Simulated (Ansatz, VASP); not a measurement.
## Re: VASP beside Ansatz

File INCAR:

```
SYSTEM = Re
  ALGO = Normal
  EDIFF = 1E-6
  EDIFFG = -0.005
  ENCUT = 600
  IBRION = 2
  ISIF = 3
  ISMEAR = -1
  LASPH = .TRUE.
  LCHARG = .FALSE.
  LREAL = .FALSE.
  LWAVE = .FALSE.
  NELM = 60
  NSW = 45
  PREC = Accurate
  SIGMA = 0.05
```

File KPOINTS:

```
k-points
0
G
  17 17 9
  0 0 0
```

File POSCAR:

```
Re
1.0
    2.7383010993      0.0000000000      0.0000000000
   -1.3691505496      2.3714383152      0.0000000000
    0.0000000000      0.0000000000      4.4145832978
Re
2
Direct
    0.3333333333      0.6666666667      0.2500000000
    0.6666666667      0.3333333333      0.7500000000
```

Input for Ansatz:

```yaml
crystal:
  lattice:
    - [2.7383010993, 0.0, 0.0]
    - [-1.3691505496, 2.3714383152, 0.0]
    - [0.0, 0.0, 4.4145832978]
  atoms:
    - { symbol: Re, position: [0.3333333333, 0.6666666667, 0.25] }
    - { symbol: Re, position: [0.6666666667, 0.3333333333, 0.75] }
kpoints:
  mp_grid: { grid: [17, 17, 9] }
scf:
  occupations: { method: fermi_dirac, width: 0.05 }
hamiltonian:
  xc: lda
  pseudopotentials:
    kind: all_electron
    lapw: { basis_error: 0.0005 }
    relativity: none
output:
  forces: true
  stress: true
  eigenvalues: true
  populations: true
relax:
  f_tol: 0.005
  max_steps: 25
  cell: {}
```

Alike in both runs: task relaxation of cell and atoms; functional LDA; k mesh 17 × 17 × 9; occupations fermi-dirac, width 0.05 eV; no spin polarisation.

|  | VASP | Ansatz |
| --- | --- | --- |
| version | VASP 6.6.1 | Ansatz 0.2.0 |
| potentials or method | VASP PAW LDA potentials, release 64 (Re), cutoff 600 eV | all-electron LAPW, non-relativistic |

```tsv
	VASP	Ansatz	Ansatz less VASP
relaxed volume (Å³/atom)	14.39	15.28	+0.886
relaxed length of the cell vector where the two differ most in proportion (Å)	2.742	2.806	+0.0640
```

LDA's correlation is that of Perdew and Zunger in VASP and of Perdew and Wang (1992) in Ansatz. Ansatz ran all-electron here, and VASP with PAW potentials.

Neither program's run includes spin-orbit coupling.
